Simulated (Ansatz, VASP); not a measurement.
## One calculation of KBr, two programs

```xyz
4
Lattice="3.4002 3.4002 0.0000 -3.3286 3.3286 0.0000 0.0000 0.0000 6.6971" Properties=species:S:1:pos:R:3 pbc="T T T"
K     0.0000    0.0000    0.0000
K     0.0358    3.3644    3.3486
Br    0.0358    3.3644    0.0000
Br    0.0000    0.0000    3.3486
```

Alike in both runs: task single point; functional PBE; k mesh 6 × 6 × 4; occupations gaussian, width 0.02 eV; no spin polarisation.

|  | VASP | Ansatz |
| --- | --- | --- |
| version | VASP 6.6.1 | Ansatz 0.2.0 |
| potentials or method | VASP PAW PBE potentials, release 64 (K_sv, Br), cutoff 520 eV | scalar-relativistic, plane waves, PAW |
| valence electrons in the cell | 32 | 32 |

```csv
,VASP,Ansatz,Ansatz less VASP
gap on the k mesh at the Fermi level (eV),4.27,4.27,+0.001
least direct gap on the mesh (eV),4.27,4.27,+0.001
pressure (GPa),0.0,-0.1,-0.03
"traceless stress, the component that is largest in VASP (GPa)",-0.11,-0.11,-0.001
```
